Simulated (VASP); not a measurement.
**In: relaxation of cell and atoms with r2SCAN**

The system is In.

```
CELL_PARAMETERS angstrom
-1.62547 1.62547 2.47370
1.62547 -1.62547 2.47370
1.62547 1.62547 -2.47370
ATOMIC_POSITIONS crystal
In 0.00000 0.00000 0.00000
```

```json
{
  "Program": "VASP 6.6.1",
  "Task": "relaxation of cell and atoms",
  "Functional": "r2SCAN",
  "Potentials or basis": "VASP PAW PBE potentials, release 64 (In_d)",
  "Cutoff": "600 eV",
  "k mesh": "11 × 11 × 11",
  "Occupations": "fermi-dirac, width 0.05 eV",
  "Spin": "no spin polarisation",
  "Target pressure": "2 GPa",
  "Dipole correction": "no",
  "Further INCAR settings": "ALGO = Normal; EDIFF = 1e-06; IBRION = 2; EDIFFG = -0.01; NSW = 60; ISIF = 3"
}
```

```yaml
Relaxed_volume: 25.20 Å³/atom
Relaxed_cell: a = 3.318 Å, b = 3.318 Å, c = 3.318 Å, α = 121.52°, β = 121.52°, γ = 87.38°
Space_group_after_relaxing_to_0.1_Å: I4/mmm (No. 139)
Energy_change_on_relaxing_the_run_minimises_the_enthalpy: +5.4 meV/atom
Ionic_steps: 7
Pressure_after_relaxing: 2.0 GPa
Band_gap_on_the_k_mesh: zero (an odd number of electrons rules out a gap without spin polarisation)
```

Step by step:
| step | energy change (eV) | largest force (eV/Å) | pressure (GPa) | volume (Å³) |
| --- | --- | --- | --- | --- |
| 1 | 0.0000 | 0.0000 | 0.31 | 26.14 |
| 2 | 0.0078 | 0.0000 | 2.26 | 25.12 |
| 3 | 0.0064 | 0.0000 | 2.03 | 25.22 |
| 4 | 0.0062 | 0.0000 | 2.08 | 25.22 |
| 5 | 0.0055 | 0.0000 | 2.03 | 25.21 |
| 6 | 0.0061 | 0.0000 | 2.09 | 25.17 |
| 7 | 0.0054 | 0.0000 | 2.02 | 25.20 |

Final structure:
```
In
1.0
    -1.62048    1.62048    2.39888
     1.62048   -1.62048    2.39888
     1.62048    1.62048   -2.39888
In
1
Direct
  0.00000 0.00000 0.00000
```

Levels at points of the mesh, in eV from the Fermi level:
```tsv
k point	band 3	band 4	band 5	band 6	band 7	band 8	band 9	band 10
(0.00, 0.00, 0.00)	-15.29	-15.16	-15.08	-10.36	11.48	11.48	11.65	12.18
```

It took 10 min on 1 thread of AMD EPYC 9R45 96-Core Processor (Zen 5), with other jobs on the host, peak memory 0.17 GiB.

Caveat: the cell is relaxed towards a set pressure, so the run minimises the enthalpy, not the energy; the PAW data sets were made with another functional, which shifts forces and pressure a little; spin-orbit coupling is left out, which moves the levels of the heavy elements.
